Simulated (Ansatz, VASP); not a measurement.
## Two plane-wave programs on Al

Contents of POSCAR:

```
Al
1.0
    2.8827667353      0.0000000000      0.0000000000
   -1.4413833676      2.4965492260      0.0000000000
    0.0000000000      0.0000000000      4.8668500000
Al
2
Direct
    0.6666666667      0.3333333333      0.7500000000
    0.3333333333      0.6666666667      0.2500000000
```

Contents of INCAR.step1:

```
ALGO     = Normal         # electronic algorithm
EDIFF    = 1E-4           # SCF threshold, eV
ENCUT    = 520            # plane-wave cutoff, eV
GGA      = PE             # functional
ISMEAR   = 0              # smearing method
LASPH    = T              # aspherical terms in the spheres
LCHARG   = F              # write CHGCAR
LREAL    = F              # projectors in reciprocal space
LWAVE    = T              # write WAVECAR
NBANDS   = 10             # bands
NELM     = 60             # most SCF steps
PREC     = Accurate       # precision mode
SIGMA    = 0.15           # smearing width, eV
```

Contents of INCAR.step2:

```
ALGO     = Normal         # electronic algorithm
EDIFF    = 1E-6           # SCF threshold, eV
ENCUT    = 520            # plane-wave cutoff, eV
ISIF     = 2              # what is computed and relaxed
ISMEAR   = 0              # smearing method
ISTART   = 1            
LASPH    = T              # aspherical terms in the spheres
LCHARG   = T              # write CHGCAR
LELF     = T              # ELF
LMIXTAU  = T            
LREAL    = F              # projectors in reciprocal space
LVHAR    = T            
LWAVE    = F              # write WAVECAR
METAGGA  = R2SCAN         # meta-GGA
NBANDS   = 10             # bands
NELM     = 60             # most SCF steps
PREC     = Accurate       # precision mode
SIGMA    = 0.15           # smearing width, eV
```

Contents of KPOINTS:

```
k-points
0
Gamma
  21 21 10
```

Input for Ansatz:

```yaml
crystal:
  lattice:
    - [2.8827667353, 0.0, 0.0]
    - [-1.4413833676, 2.496549226, 0.0]
    - [0.0, 0.0, 4.86685]
  atoms:
    - { symbol: Al, position: [0.6666666667, 0.3333333333, 0.75] }
    - { symbol: Al, position: [0.3333333333, 0.6666666667, 0.25] }
basis:
  ecutwfc: 500
kpoints:
  mp_grid: { grid: [21, 21, 10] }
hamiltonian:
  xc: r2scan
scf:
  occupations: { method: gaussian, width: 0.15 }
output:
  forces: true
  stress: true
  eigenvalues: true
```

Change from the starting cell: strain +0.0250 x Voigt [1, 1, 0, 0, 0, 0], atoms carried along.

Alike in both runs: task single point; functional r2SCAN; k mesh 21 × 21 × 10; occupations gaussian, width 0.15 eV; no spin polarisation.

```csv
,VASP,Ansatz
version,VASP 6.6.1,Ansatz 0.2.0
potentials or method,"VASP PAW PBE potentials, release 64 (Al), cutoff 520 eV","scalar-relativistic, plane waves, PAW"
valence electrons in the cell,6,6
```

```tsv
	VASP	Ansatz	Ansatz less VASP
gap on the k mesh at the Fermi level (eV)	none	none	-
pressure (GPa)	-6.7	-6.4	+0.25
traceless stress, the component that is largest in VASP (GPa)	-0.47	-0.48	-0.005
```

VASP's potentials were made for PBE, not for r2SCAN. A gap of «none» marks a metal or a gap that the smearing closes.
